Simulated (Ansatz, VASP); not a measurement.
## Two plane-wave programs on MgS

```
Mg S
1.0
     4.11444    0.00000    0.00000
    -2.05722    3.48889    0.00000
     0.00000    0.00000    6.45439
Mg S
2 2
Direct
  0.33301 0.66603 0.99607
  0.66699 0.33397 0.49607
  0.33072 0.66143 0.37893
  0.66928 0.33857 0.87893
```

Change from the starting cell: uniaxial_x strain +2.1%.

Alike in both runs: task single point; functional PBE; k mesh 12 × 12 × 4; occupations fermi-dirac, width 0.02 eV; no spin polarisation.

|  | VASP | Ansatz |
| --- | --- | --- |
| version | VASP 6.6.1 | Ansatz 0.2.0 |
| potentials or method | VASP PAW PBE potentials, release 64 (Mg, S) | plane waves, PAW |
| plane-wave cutoff (eV) | 520 | 420 |
| valence electrons in the cell | 16 | 32 |

VASP gave:

```
gap on the k mesh at the Fermi level (eV)                     : 3.32
pressure (GPa)                                                : -0.3
traceless stress, the component that is largest in VASP (GPa) : -0.56
rms of the force components (eV/Å)                            : 0.004
```

Question: What did Ansatz give for the same quantities?

Answer: gap on the k mesh at the Fermi level (eV): 3.33; pressure (GPa): -0.2; traceless stress, the component that is largest in VASP (GPa): -0.55; rms of the force components (eV/Å): 0.004.

Atom by atom the forces differ by 0.001 eV/Å (rms over components). VASP's potentials hold 16 valence electrons a cell and Ansatz's 32, so a difference there can come from the potentials and not from the codes.
